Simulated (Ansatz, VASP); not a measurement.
## AlNi3: VASP beside Ansatz

```
Al Ni
1.0
     3.67368    0.00000    0.00000
     0.00000    3.67368    0.00000
     0.00000    0.00000    3.67368
Al Ni
1 3
Direct
  0.00000 0.00000 0.00000
  0.00000 0.50000 0.50000
  0.50000 0.00000 0.50000
  0.50000 0.50000 0.00000
```

Change from the starting cell: equal strain along all axes, cell held, atoms relaxed: +3.0 %.

Alike in both runs: task single point; functional PBE; k mesh 14 × 14 × 14; occupations gaussian, width 0.1 eV; collinear spin.

|  | VASP | Ansatz |
| --- | --- | --- |
| version | VASP 6.6.1 | Ansatz 0.2.0 |
| potentials or method | VASP PAW PBE potentials, release 64 (Al, Ni), cutoff 520 eV | scalar-relativistic, plane waves, PAW |
| valence electrons in the cell | 33 | 57 |

```tsv
	VASP	Ansatz	Ansatz less VASP
gap on the k mesh at the Fermi level (eV)	none	none	-
pressure (GPa)	-13.0	-13.1	-0.18
net moment per atom (μB)	0.19	0.19	+0.007
size of the moment on the site where the two differ most (μB)	0.27	0.29	+0.019
```

Site moments also hang on the region over which each program counts them. A gap of «none» marks a metal or a gap that the smearing closes. VASP's potentials hold 33 valence electrons a cell and Ansatz's 57, so a difference there can come from the potentials and not from the codes.
